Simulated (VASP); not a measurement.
# InSb (rocksalt type) in VASP: notebook, part 2 of 2

VASP 6.6.1. Earlier steps stand in the parts before.

## (3) Relaxation of cell and atoms, PBE

This run uses another cell than the first one, of 25.60 Å³/atom, 0.880 times its volume.

The input, INCAR:

```
PREC = Accurate ; ENCUT = 600
EDIFF = 1E-6 ; ISMEAR = -1
SIGMA = 0.08 ; LREAL = False
LASPH = True ; NELM = 60
ALGO = Normal ; ISIF = 3
LWAVE = False ; LCHARG = False
GGA = PE ; IBRION = 2
NSW = 100 ; EDIFFG = -0.005
```

The input, KPOINTS:

```
Automatic mesh
0
Gamma
  12 12 12
```

The input, POSCAR:

```
InSb
1.0
    0.0000000000      2.9473523161      2.9473523161
    2.9473523161      0.0000000000      2.9473523161
    2.9473523161      2.9473523161      0.0000000000
In Sb
1 1
Direct
    0.0000000000      0.0000000000      0.0000000000
    0.5000000000      0.5000000000      0.5000000000
```

Potentials or basis: VASP PAW PBE potentials, release 64 (In_d, Sb).

Run with:

```console
> cat potpaw_PBE.64/In_d/POTCAR potpaw_PBE.64/Sb/POTCAR > POTCAR
> mpirun -np 1 vasp_std > vasp.out
```

OUTCAR:

```text
PREC = Accurate
   ENCUT = 600
   EDIFF = 1E-6
   ISMEAR = -1
   LREAL = False
   LASPH = True
   NELM = 60
   ISIF = 3
   GGA = PE
   IBRION = 2
   NSW = 100
   EDIFFG = -0.005

 ion  position               nearest neighbor table
   1  0.000  0.000  0.000-   2 2.95   2 2.95   2 2.95   2 2.95   2 2.95   2 2.95
   2  0.500  0.500  0.500-   1 2.95   1 2.95   1 2.95   1 2.95   1 2.95   1 2.95

  LATTYP: Found a face centered cubic cell.
 ALAT       =     5.8947046322

  Lattice vectors:

 A1 = (   0.0000000000,   2.9473523161,   2.9473523161)
 A2 = (   2.9473523161,   0.0000000000,   2.9473523161)
 A3 = (   2.9473523161,   2.9473523161,   0.0000000000)

Analysis of symmetry for initial positions (statically):
=====================================================================
 Subroutine PRICEL returns:
 Original cell was already a primitive cell.

 Routine SETGRP: Setting up the symmetry group for a
 face centered cubic supercell.

 Subroutine GETGRP returns: Found 48 space group operations
 (whereof 48 operations were pure point group operations)
 out of a pool of 48 trial point group operations.

The static configuration has the point symmetry O_h .

Analysis of symmetry for dynamics (positions and initial velocities):
=====================================================================
 Subroutine PRICEL returns:
 Original cell was already a primitive cell.

 Routine SETGRP: Setting up the symmetry group for a
 face centered cubic supercell.

 Subroutine GETGRP returns: Found 48 space group operations
 (whereof 48 operations were pure point group operations)
 out of a pool of 48 trial point group operations.

The dynamic configuration has the point symmetry O_h .

 Subroutine INISYM returns: Found 48 space group operations
 (whereof 48 operations are pure point group operations),
 and found     1 'primitive' translations

----------------------------------------------------------------------------------------

                                     Primitive cell

  volume of cell :      51.2066

  direct lattice vectors                    reciprocal lattice vectors
     0.000000000  2.947352316  2.947352316    -0.169643784  0.169643784  0.169643784
     2.947352316  0.000000000  2.947352316     0.169643784 -0.169643784  0.169643784
     2.947352316  2.947352316  0.000000000     0.169643784  0.169643784 -0.169643784

  length of vectors
     4.168185619  4.168185619  4.168185619     0.293831653  0.293831653  0.293831653

  position of ions in fractional coordinates (direct lattice)
     0.000000000  0.000000000  0.000000000
     0.500000000  0.500000000  0.500000000

  ion indices of the primitive-cell ions
   primitive index   ion index
                 1           1
                 2           2

----------------------------------------------------------------------------------------

 KPOINTS: Automatic mesh

Automatic generation of k-mesh.
 Grid dimensions read from file:
 generate k-points for:   12   12   12

 Generating k-lattice:

  Cartesian coordinates                     Fractional coordinates (reciprocal lattice)
    -0.014136982  0.014136982  0.014136982     0.083333333  0.000000000  0.000000000
     0.014136982 -0.014136982  0.014136982     0.000000000  0.083333333  0.000000000
     0.014136982  0.014136982 -0.014136982     0.000000000  0.000000000  0.083333333

  Length of vectors
     0.024485971  0.024485971  0.024485971

  Shift w.r.t. Gamma in fractional coordinates (k-lattice)
     0.000000000  0.000000000  0.000000000

 Subroutine IBZKPT returns following result:
 ===========================================

 Found     72 irreducible k-points:

 Following reciprocal coordinates:
            Coordinates               Weight
  0.000000  0.000000  0.000000      1.000000
  0.083333  0.000000  0.000000      8.000000
  0.166667  0.000000  0.000000      8.000000
  0.250000  0.000000  0.000000      8.000000
  0.333333  0.000000  0.000000      8.000000
  0.416667  0.000000  0.000000      8.000000
[... 16 lines left out ...]
  0.500000  0.166667  0.000000     24.000000
 -0.416667  0.166667  0.000000     24.000000
 [... further k-points ...]
   k-points           NKPTS =     72   k-points in BZ     NKDIM =     72   number of bands    NBANDS=     13
   number of dos      NEDOS =    301   number of ions     NIONS =      2
   total plane-waves  NPLWV =  46656
   dimension x,y,z NGX =    36 NGY =   36 NGZ =   36
   dimension x,y,z NGXF=    72 NGYF=   72 NGZF=   72
   ions per type =               1   1
   NGX,Y,Z   is equivalent  to a cutoff of  14.36, 14.36, 14.36 a.u.
   NGXF,Y,Z  is equivalent  to a cutoff of  28.72, 28.72, 28.72 a.u.
 SYSTEM =  unknown system
   PREC   = accura    normal or accurate (medium, high low for compatibility)
   ISTART =      0    job   : 0-new  1-cont  2-samecut
   ICHARG =      2    charge: 1-file 2-atom 10-const
   ISPIN  =      1    spin polarized calculation?
   LNONCOLLINEAR =      F non collinear calculations
   LSORBIT =      F    spin-orbit coupling
   LASPH  =      T    aspherical Exc in radial PAW
   ENCUT  =  600.0 eV  44.10 Ry    6.64 a.u.   8.32  8.32  8.32*2*pi/ulx,y,z
   NELM   =     60;   NELMIN=  2; NELMDL= -5     # of ELM steps
   EDIFF  = 0.1E-05   stopping-criterion for ELM
   LREAL  =      F    real-space projection
   EDIFFG = -.5E-02   stopping-criterion for IOM
   NSW    =    100    number of steps for IOM
   IBRION =      2    ionic relax: 0-MD 1-quasi-New 2-CG
   NFREE  =      1    steps in history (QN), initial steepest desc. (CG)
   ISIF   =      3    stress and relaxation
   ISYM   =      2    0-nonsym 1-usesym 2-fastsym
   POTIM  = 0.5000    time-step for ionic-motion
   TEBEG  =    0.0;   TEEND  =   0.0 temperature during run
   PSTRESS=    0.0 pullay stress
   NELECT =      18.0000    total number of electrons
   NUPDOWN=      -1.0000    fix difference up-down
   EMIN   =  10.00;   EMAX   =-10.00  energy-range for DOS
   EFERMI =   0.00;   METHOD = LEGACY
   ISMEAR =    -1;   SIGMA  =   0.08  broadening in eV -4-tet -1-fermi 0-gaus
   EFERMI_NEDOS =   21; number of points for ismear=-14 and -15
   IALGO  =     38    algorithm
   IMIX   =      4    mixing-type and parameters
     AMIX     =   0.40;   BMIX     =  1.00
     AMIX_MAG =   1.60;   BMIX_MAG =  1.00
  volume/ion in A,a.u.               =      25.60       172.78
  Fermi-wavevector in a.u.,A,eV,Ry     =   1.155377  2.183345 18.162354  1.334895
  Thomas-Fermi vector in A             =   2.292006
   LORBIT       =      0    0 simple, 1 ext, 2 COOP (PROOUT), +10 PAW based schemes
   GGA     = PE    functional components
   LHFCALC =     F    Hartree Fock is set to
   AEXX    =    0.0000 exact exchange contribution
   IVDW    =     0    specifies the selected vdW correction
   LEPSILON=     F    determine dielectric tensor
   LRPA    =     F    only Hartree local field effects (RPA)
 conjugate gradient relaxation of ions
 non-spin polarized calculation
  energy-cutoff  :      600.00
  volume of cell :       51.21
 maximum number of plane-waves:      1731
 NGX is ok and might be reduce to    36
   NGX = 17   NGY = 17   NGZ = 17

--------------------------------------- Ionic step        1  -------------------------------------------

 number of electron      17.9999998 magnetization

 Free energy of the ion-electron system (eV)
  ---------------------------------------------------
  ext. energy  EPLUGINS =         0.00000000
  ---------------------------------------------------
  free energy    TOTEN  =        -6.51889717 eV

  energy without entropy =       -6.49350212  energy(sigma->0) =       -6.50619964

 E-fermi :   8.1147     XC(G=0): -10.2805

 val. band max:        8.1103567439   @ k =  -0.2500   0.2500   0.0000
 cond. band min:       8.1771704587   @ k =   0.2500   0.0000   0.0000
 fundamental gap:      0.0668137148
 Fermi energy:         8.1147392475

 k-point     1 :       0.0000    0.0000    0.0000
  band No.  band energies     occupation
      1      -6.4684      2.00000
      2      -6.4684      2.00000
      3      -6.4306      2.00000
      4      -6.4306      2.00000
      5      -6.4306      2.00000
      6      -3.6543      2.00000
      7       8.0510      1.37850
      8       8.0510      1.37850
      9       8.0510      1.37850
     10       8.5909      0.00519
     11      14.3709      0.00000
     12      14.3709      0.00000
     13      14.3709      0.00000
[... 509 lines left out ...]
  energy  without entropy=       -6.6488069599  energy(sigma->0) =       -6.66247892

--------------------------------------- Ionic step        5  -------------------------------------------

 number of electron      17.9999997 magnetization

 Free energy of the ion-electron system (eV)
  ---------------------------------------------------
  ext. energy  EPLUGINS =         0.00000000
  ---------------------------------------------------
  free energy    TOTEN  =        -6.67617863 eV

  energy without entropy =       -6.64887731  energy(sigma->0) =       -6.66252797

 E-fermi :   6.5585     XC(G=0):  -9.7056

 val. band max:        6.5418722257   @ k =   0.5000   0.0833   0.0000
 cond. band min:       6.5708008094   @ k =   0.1667   0.0000   0.0000
 fundamental gap:      0.0289285837
 Fermi energy:         6.5585238029

 k-point     1 :       0.0000    0.0000    0.0000
  band No.  band energies     occupation
      1      -7.8324      2.00000
      2      -7.8324      2.00000
      3      -7.8039      2.00000
      4      -7.8039      2.00000
      5      -7.8039      2.00000
      6      -4.3162      2.00000
      7       6.0499      1.99654
      8       6.5323      1.16271
      9       6.5323      1.16271
     10       6.5323      1.16271
     11      12.5923      0.00000
     12      12.5923      0.00000
     13      12.5923      0.00000
[... 397 lines left out ...]
  FREE ENERGIE OF THE ION-ELECTRON SYSTEM (eV)
  ---------------------------------------------------
  free  energy   TOTEN  =        -6.6761786258 eV

  energy  without entropy=       -6.6488773064  energy(sigma->0) =       -6.66252797

 reached required accuracy - stopping structural energy minimisation
```

CONTCAR:

```text
InSb
   1.00000000000000
    -0.0000000000000000    3.0741179825369169    3.0741179825369165
     3.0741179825369169    0.0000000000000000    3.0741179825369165
     3.0741179825369169    3.0741179825369169    0.0000000000000000
  In              Sb
     1     1
Direct
     0.0000000000000000    1.0000000000000000    0.0000000000000000
     0.5000000000000000    0.5000000000000000    0.5000000000000000

  0.00000000E+00  0.00000000E+00  0.00000000E+00
  0.00000000E+00  0.00000000E+00  0.00000000E+00
```

Run time: 6 min. Hardware: 1 thread of AMD EPYC 9R45, shared host; peak memory 0.22 GiB.

What came out:

```
Free energy                            : -6.6762 eV
Relaxed volume                         : 29.05 Å³/atom
Relaxed cell                           : a = 4.347 Å, b = 4.347 Å, c = 4.347 Å, α = 60.00°, β = 60.00°, γ = 60.00°
Space group after relaxing (to 0.05 Å) : Fm-3m (No. 225)
Energy gained by relaxing              : 78.6 meV/atom
Ionic steps                            : 5
Pressure after relaxing                : 0.0 GPa
Band gap on the k mesh                 : zero (band 9 reaches 7.16 eV, above the bottom of band 10 at 4.49 eV)
```

Step by step:
| step | energy change (eV) | largest force (eV/Å) | pressure (GPa) | volume (Å³) |
| --- | --- | --- | --- | --- |
| 1 | 0.0000 | 0.0000 | 8.26 | 51.21 |
| 2 | -0.1292 | 0.0000 | -2.39 | 61.62 |
| 3 | -0.1573 | 0.0000 | 0.03 | 58.08 |
| 4 | -0.1573 | 0.0000 | -0.09 | 58.23 |
| 5 | -0.1573 | 0.0000 | 0.01 | 58.10 |

Final structure:
```cif
data_structure
_symmetry_space_group_name_H-M 'P 1'
_symmetry_Int_Tables_number 1
_cell_length_a 4.3475
_cell_length_b 4.3475
_cell_length_c 4.3475
_cell_angle_alpha 60.000
_cell_angle_beta 60.000
_cell_angle_gamma 60.000
_cell_volume 58.10
loop_
_atom_site_label
_atom_site_type_symbol
_atom_site_fract_x
_atom_site_fract_y
_atom_site_fract_z
_atom_site_occupancy
In1 In 0.00000 0.00000 0.00000 1
Sb1 Sb 0.50000 0.50000 0.50000 1
```

Caveat: spin-orbit coupling is left out, which moves the levels of the heavy elements.
